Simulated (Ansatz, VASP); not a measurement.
## Two plane-wave programs on Al3BN2

```
CELL_PARAMETERS angstrom
5.13120 0.00000 0.00000
-2.56560 4.44375 0.00000
0.00000 0.00000 2.71410
ATOMIC_POSITIONS crystal
Al 0.50000 0.00000 0.50000
Al 0.00000 0.50000 0.50000
Al 0.50000 0.50000 0.50000
B 0.00000 0.00000 0.50000
N 0.33333 0.66667 0.00000
N 0.66667 0.33333 0.00000
```

Alike in both runs: task relaxation of cell and atoms; functional PBE; k mesh 12 × 12 × 14; occupations gaussian, width 0.1 eV; no spin polarisation.

```csv
,VASP,Ansatz
version,VASP 6.6.1,Ansatz 0.2.0
potentials or method,"VASP PAW PBE potentials, release 64 (Al, B, N), cutoff 600 eV","scalar-relativistic, plane waves, PAW"
valence electrons in the cell,22,22
```

Ansatz gave:

```
gap on the k mesh at the Fermi level, each at its own relaxed structure (eV)  : none
relaxed volume (Å³/atom)                                                      : 10.32
relaxed length of the cell vector where the two differ most in proportion (Å) : 5.136
```

Question: Estimate VASP's values.

Answer: gap on the k mesh at the Fermi level, each at its own relaxed structure (eV): none; relaxed volume (Å³/atom): 10.30; relaxed length of the cell vector where the two differ most in proportion (Å): 5.133.

A gap of «none» marks a metal or a gap that the smearing closes.
